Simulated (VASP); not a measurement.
# SiO2 (P6_422) in VASP: notebook

The runs below take SiO2 through single point, with r2SCAN.

Everything below comes from runs of VASP 6.6.1. Logs are shortened: lines on timing, memory, paths and dates and some standing lists are left out, and cuts for length are marked.

## (1) The cell of the first run

Symmetry: P6_422, No. 181, hexagonal system. Conventional cell: a = 5.136 Å, b = 5.136 Å, c = 5.541 Å, α = 90.00°, β = 90.00°, γ = 120.00°. Within 2.2 Å of Si (site symmetry 222) lie 4 O at 1.62 Å. O (site symmetry 2) has 2 Si at 1.62 Å within 2.2 Å.

## (2) Single point, r2SCAN (strain +0.0150 x Voigt [1, 1, 0, 0, 0, 0])

The input, POSCAR:

```
SiO2
1.0
    5.1355729883      0.0000000000      0.0000000000
   -2.5677864942      4.4475366709      0.0000000000
    0.0000000000      0.0000000000      5.5410855913
Si O
3 6
Direct
    0.0000000000      0.5000000000      0.3333333333
    0.5000000000      0.5000000000      0.6666666667
    0.5000000000      0.0000000000      0.0000000000
    0.5834989524      0.7917494762      0.8333333333
    0.7917494762      0.5834989524      0.5000000000
    0.7917494762      0.2082505238      0.1666666667
    0.4165010476      0.2082505238      0.8333333333
    0.2082505238      0.4165010476      0.5000000000
    0.2082505238      0.7917494762      0.1666666667
```

The input, INCAR.step1:

```
SYSTEM = SiO2
PREC = Accurate
ENCUT = 520
ISMEAR = 0
SIGMA = 0.05
LREAL = .FALSE.
LASPH = .TRUE.
NELM = 100
NBANDS = 34
GGA = PE
ALGO = Normal
EDIFF = 1E-4
LWAVE = .TRUE.
LCHARG = .FALSE.
```

The input, INCAR.step2:

```
SYSTEM = SiO2
PREC = Accurate
ENCUT = 520
EDIFF = 1E-7
ISMEAR = 0
SIGMA = 0.05
LREAL = .FALSE.
LASPH = .TRUE.
NELM = 100
ALGO = Normal
ISIF = 2
LWAVE = .FALSE.
LCHARG = .FALSE.
METAGGA = R2SCAN
LMIXTAU = .TRUE.
NBANDS = 34
ISTART = 1
```

The input, KPOINTS:

```
regular mesh
0
G
  6 6 4
  0 0 0
```

Potentials or basis: VASP PAW PBE potentials, release 64 (Si, O).

Run with:

```sh
$ cat potpaw_PBE.64/Si/POTCAR potpaw_PBE.64/O/POTCAR > POTCAR
$ cp INCAR.step1 INCAR
$ mpirun -np 1 vasp_std > vasp.out
$ cp INCAR.step2 INCAR
$ mpirun -np 1 vasp_std > vasp.out
```

OUTCAR:

```text
SYSTEM = SiO2
   PREC = Accurate
   ENCUT = 520
   EDIFF = 1E-7
   ISMEAR = 0
   LREAL = .FALSE.
   LASPH = .TRUE.
   NELM = 100
   ISIF = 2
   METAGGA = R2SCAN
   ISTART = 1

 ion  position               nearest neighbor table
   1  0.000  0.500  0.333-   6 1.62   9 1.62   8 1.62   5 1.62
   2  0.500  0.500  0.667-   4 1.62   7 1.62   5 1.62   8 1.62
   3  0.500  0.000  0.000-   6 1.62   9 1.62   7 1.62   4 1.62
   4  0.583  0.792  0.833-   2 1.62   3 1.62
   5  0.792  0.583  0.500-   2 1.62   1 1.62
   6  0.792  0.208  0.167-   1 1.62   3 1.62
   7  0.417  0.208  0.833-   2 1.62   3 1.62
   8  0.208  0.417  0.500-   2 1.62   1 1.62
   9  0.208  0.792  0.167-   1 1.62   3 1.62

  LATTYP: Found a hexagonal cell.
 ALAT       =     5.1355729883
 C/A-ratio  =     1.0789615110

  Lattice vectors:

 A1 = (   5.1355729883,   0.0000000000,   0.0000000000)
 A2 = (  -2.5677864942,   4.4475366709,   0.0000000000)
 A3 = (   0.0000000000,   0.0000000000,   5.5410855913)

Analysis of symmetry for initial positions (statically):
=====================================================================
 Subroutine PRICEL returns:
 Original cell was already a primitive cell.

 Routine SETGRP: Setting up the symmetry group for a
 hexagonal supercell.

 Subroutine GETGRP returns: Found 12 space group operations
 (whereof  4 operations were pure point group operations)
 out of a pool of 24 trial point group operations.

The static configuration has the point symmetry D_2 .
 The point group associated with its full space group is D_6 .

Analysis of symmetry for dynamics (positions and initial velocities):
=====================================================================
 Subroutine PRICEL returns:
 Original cell was already a primitive cell.

 Routine SETGRP: Setting up the symmetry group for a
 hexagonal supercell.

 Subroutine GETGRP returns: Found 12 space group operations
 (whereof  4 operations were pure point group operations)
 out of a pool of 24 trial point group operations.

The dynamic configuration has the point symmetry D_2 .
 The point group associated with its full space group is D_6 .

 Subroutine INISYM returns: Found 12 space group operations
 (whereof  4 operations are pure point group operations),
 and found     1 'primitive' translations

----------------------------------------------------------------------------------------

                                     Primitive cell

  volume of cell :     126.5620

  direct lattice vectors                    reciprocal lattice vectors
     5.135572988  0.000000000  0.000000000     0.194720239  0.112421782  0.000000000
    -2.567786494  4.447536671  0.000000000     0.000000000  0.224843565  0.000000000
     0.000000000  0.000000000  5.541085591     0.000000000  0.000000000  0.180470051

  length of vectors
     5.135572988  5.135572988  5.541085591     0.224843565  0.224843565  0.180470051

  position of ions in fractional coordinates (direct lattice)
     0.000000000  0.500000000  0.333333333
     0.500000000  0.500000000  0.666666667
     0.500000000  0.000000000  0.000000000
     0.583498952  0.791749476  0.833333333
     0.791749476  0.583498952  0.500000000
     0.791749476  0.208250524  0.166666667
     0.416501048  0.208250524  0.833333333
     0.208250524  0.416501048  0.500000000
     0.208250524  0.791749476  0.166666667

  ion indices of the primitive-cell ions
   primitive index   ion index
                 1           1
                 2           2
                 3           3
                 4           4
                 5           5
                 6           6
                 7           7
                 8           8
                 9           9

----------------------------------------------------------------------------------------

 KPOINTS: regular mesh

Automatic generation of k-mesh.
 Grid dimensions read from file:
 generate k-points for:    6    6    4

 Generating k-lattice:

  Cartesian coordinates                     Fractional coordinates (reciprocal lattice)
     0.032453373  0.018736964  0.000000000     0.166666667  0.000000000  0.000000000
     0.000000000  0.037473927  0.000000000     0.000000000  0.166666667  0.000000000
     0.000000000  0.000000000  0.045117513     0.000000000  0.000000000  0.250000000

  Length of vectors
     0.037473927  0.037473927  0.045117513

  Shift w.r.t. Gamma in fractional coordinates (k-lattice)
     0.000000000  0.000000000  0.000000000

 Subroutine IBZKPT returns following result:
 ===========================================

 Found     21 irreducible k-points:

 Following reciprocal coordinates:
            Coordinates               Weight
  0.000000  0.000000  0.000000      1.000000
  0.166667 -0.000000  0.000000      6.000000
  0.333333  0.000000  0.000000      6.000000
  0.500000  0.000000  0.000000      3.000000
  0.166667  0.166667  0.000000      6.000000
  0.333333  0.166667  0.000000     12.000000
[... 13 lines left out ...]
  0.333333  0.166667  0.500000     12.000000
  0.333333  0.333333  0.500000      2.000000
   k-points           NKPTS =     21   k-points in BZ     NKDIM =     21   number of bands    NBANDS=     34
   number of dos      NEDOS =    301   number of ions     NIONS =      9
   total plane-waves  NPLWV =  67200
   dimension x,y,z NGX =    40 NGY =   40 NGZ =   42
   dimension x,y,z NGXF=    80 NGYF=   80 NGZF=   84
   ions per type =               3   6
   NGX,Y,Z   is equivalent  to a cutoff of  12.95, 12.95, 12.60 a.u.
   NGXF,Y,Z  is equivalent  to a cutoff of  25.90, 25.90, 25.20 a.u.
 SYSTEM =  SiO2
   PREC   = accura    normal or accurate (medium, high low for compatibility)
   ISTART =      1    job   : 0-new  1-cont  2-samecut
   ICHARG =      0    charge: 1-file 2-atom 10-const
   ISPIN  =      1    spin polarized calculation?
   LNONCOLLINEAR =      F non collinear calculations
   LSORBIT =      F    spin-orbit coupling
   LASPH  =      T    aspherical Exc in radial PAW
   ENCUT  =  520.0 eV  38.22 Ry    6.18 a.u.   9.55  9.55 10.30*2*pi/ulx,y,z
   NELM   =    100;   NELMIN=  2; NELMDL=  0     # of ELM steps
   EDIFF  = 0.1E-06   stopping-criterion for ELM
   LREAL  =      F    real-space projection
   EDIFFG = 0.1E-05   stopping-criterion for IOM
   NSW    =      0    number of steps for IOM
   IBRION =     -1    ionic relax: 0-MD 1-quasi-New 2-CG
   NFREE  =      0    steps in history (QN), initial steepest desc. (CG)
   ISIF   =      2    stress and relaxation
   ISYM   =      2    0-nonsym 1-usesym 2-fastsym
   POTIM  = 0.5000    time-step for ionic-motion
   TEBEG  =    0.0;   TEEND  =   0.0 temperature during run
   PSTRESS=    0.0 pullay stress
   NELECT =      48.0000    total number of electrons
   NUPDOWN=      -1.0000    fix difference up-down
   EMIN   =  10.00;   EMAX   =-10.00  energy-range for DOS
   EFERMI =   0.00;   METHOD = LEGACY
   ISMEAR =     0;   SIGMA  =   0.05  broadening in eV -4-tet -1-fermi 0-gaus
   EFERMI_NEDOS =   21; number of points for ismear=-14 and -15
   IALGO  =     38    algorithm
   IMIX   =      4    mixing-type and parameters
     AMIX     =   0.40;   BMIX     =  1.00
     AMIX_MAG =   1.60;   BMIX_MAG =  1.00
  volume/ion in A,a.u.               =      14.06        94.90
  Fermi-wavevector in a.u.,A,eV,Ry     =   1.185007  2.239338 19.105857  1.404241
  Thomas-Fermi vector in A             =   2.321209
   LORBIT       =      0    0 simple, 1 ext, 2 COOP (PROOUT), +10 PAW based schemes
   METAGGA = R2SCAN    functional components
   LHFCALC =     F    Hartree Fock is set to
   AEXX    =    0.0000 exact exchange contribution
   IVDW    =     0    specifies the selected vdW correction
   LEPSILON=     F    determine dielectric tensor
   LRPA    =     F    only Hartree local field effects (RPA)
 non-spin polarized calculation
 Gauss-broadening in eV      SIGMA  =   0.05
  energy-cutoff  :      520.00
  volume of cell :      126.56
 maximum number of plane-waves:      3447
 NGX is ok and might be reduce to    40
   NGX = 19   NGY = 19   NGZ = 21

 number of electron      47.9999995 magnetization

 Free energy of the ion-electron system (eV)
  ---------------------------------------------------
  ext. energy  EPLUGINS =         0.00000000
  ---------------------------------------------------
  free energy    TOTEN  =       -89.29659838 eV

  energy without entropy =      -89.29659838  energy(sigma->0) =      -89.29659838

 E-fermi :   0.1852     XC(G=0):  -9.0732

 val. band max:       -0.1364007138   @ k =   0.5000   0.0000   0.0000
 cond. band min:       5.9964725341   @ k =   0.0000   0.0000   0.0000
 fundamental gap:      6.1328732479
 Fermi energy:         0.1851680699

 k-point     1 :       0.0000    0.0000    0.0000
  band No.  band energies     occupation
      1     -20.3903      2.00000
      2     -18.9798      2.00000
      3     -18.9798      2.00000
      4     -18.4557      2.00000
      5     -18.4134      2.00000
      6     -18.4134      2.00000
[... 26 lines left out ...]
     33      13.4777      0.00000
     34      13.4777      0.00000

 k-point     2 :       0.1667   -0.0000    0.0000
  band No.  band energies     occupation
      1     -20.3192      2.00000
      2     -19.0841      2.00000
      3     -18.9793      2.00000
      4     -18.4473      2.00000
      5     -18.4189      2.00000
      6     -18.4138      2.00000
[... 26 lines left out ...]
     33      13.4928      0.00000
     34      13.9463      0.00000
[... 664 lines left out ...]
     33      11.8701      0.00000
     34      12.1528      0.00000

 k-point    21 :       0.3333    0.3333    0.5000
  band No.  band energies     occupation
      1     -19.9169      2.00000
      2     -19.2892      2.00000
      3     -19.2892      2.00000
      4     -18.4533      2.00000
      5     -18.4184      2.00000
      6     -18.4184      2.00000
[... 26 lines left out ...]
     33      12.0206      0.00000
     34      12.0403      0.00000

------------------------ aborting loop because EDIFF is reached ----------------------------------------

  FORCE on cell =-STRESS in cart. coord.  units (eV):
  Direction    XX          YY          ZZ          XY          YZ          ZX
  --------------------------------------------------------------------------------------
  -------------------------------------------------------------------------------------
  Total       -4.4306030     -4.4306030     -3.4981105      0.0000000      0.0000000     -0.0000000
  in kB      -56.0880214    -56.0880214    -44.2833848      0.0000000      0.0000000     -0.0000000
  external PRESSURE =     -52.1531425 kB  Pullay stress =       0.0000000 kB

 VOLUME and BASIS-vectors are now :
 -----------------------------------------------------------------------------
  energy-cutoff  :      520.00
  volume of cell :      126.56
      direct lattice vectors                 reciprocal lattice vectors
     5.135572988  0.000000000  0.000000000     0.194720239  0.112421782  0.000000000
    -2.567786494  4.447536671  0.000000000     0.000000000  0.224843565  0.000000000
     0.000000000  0.000000000  5.541085591     0.000000000  0.000000000  0.180470051

 POSITION                                       TOTAL-FORCE (eV/Angst)
 -----------------------------------------------------------------------------------
     -1.28389      2.22377      1.84703        -0.000000     -0.000000      0.000000
      1.28389      2.22377      3.69406        -0.000000      0.000000      0.000000
      2.56779      0.00000      0.00000        -0.000000     -0.000000      0.000000
      0.96356      3.52133      4.61757        -0.223194     -0.128861     -0.000000
      2.56779      2.59513      2.77054         0.000000     -0.257722     -0.000000
      3.53134      0.92620      0.92351        -0.223194      0.128861      0.000000
      1.60423      0.92620      4.61757         0.223194      0.128861     -0.000000
     -0.00000      1.85240      2.77054        -0.000000      0.257722      0.000000
     -0.96356      3.52133      0.92351         0.223194     -0.128861      0.000000
 -----------------------------------------------------------------------------------
    total drift:                               -0.000000      0.000000     -0.000001

  FREE ENERGIE OF THE ION-ELECTRON SYSTEM (eV)
  ---------------------------------------------------
  free  energy   TOTEN  =       -89.2965983774 eV

  energy  without entropy=      -89.2965983774  energy(sigma->0) =      -89.29659838
```

Wall time 9.1 min (1 thread of Intel Xeon Platinum 8259CL at 2.50GHz (Skylake/Cascade Lake), shared host); peak memory 0.29 GiB.

What came out:

```yaml
Free_energy: -89.2966 eV
Pressure: -5.2 GPa
Largest_force: 0.258 eV/Å
Band_gap_on_the_k_mesh: 6.13 eV (least direct gap 6.35 eV)
```

Forces in eV/Å, atoms in the order of the input:
```
Si   0.000  0.000  0.000
Si   0.000  0.000  0.000
Si   0.000  0.000  0.000
O   -0.223 -0.129  0.000
O    0.000 -0.258  0.000
O   -0.223  0.129  0.000
O    0.223  0.129  0.000
O    0.000  0.258  0.000
O    0.223 -0.129  0.000
```

Stress tensor (GPa, compression positive):
```
-5.61  0.00  0.00
 0.00 -5.61  0.00
 0.00  0.00 -4.43
```

Levels at points of the mesh, in eV from the valence-band top:
```tsv
k point	band 21	band 22	band 23	band 24	band 25	band 26	band 27	band 28
(0.00, 0.00, 0.00)	-0.95	-0.44	-0.44	-0.22	6.13	9.59	9.59	9.90
(0.50, 0.00, 0.00)	-1.13	-0.96	-0.33	0.00	8.22	9.06	10.23	10.27
(0.00, 0.00, 0.50)	-1.15	-0.26	-0.02	-0.02	8.01	8.01	9.20	10.62
(0.50, 0.00, 0.50)	-0.90	-0.70	-0.66	-0.35	9.13	9.74	9.81	10.03
```

Caveat: the cell differs from its parent crystal (strain +0.0150 x Voigt [1, 1, 0, 0, 0, 0]); the cell stands under tension; the PAW data sets were made with another functional, which shifts forces and pressure a little. A k mesh can miss the band edges.

[end of part 1 of 2]
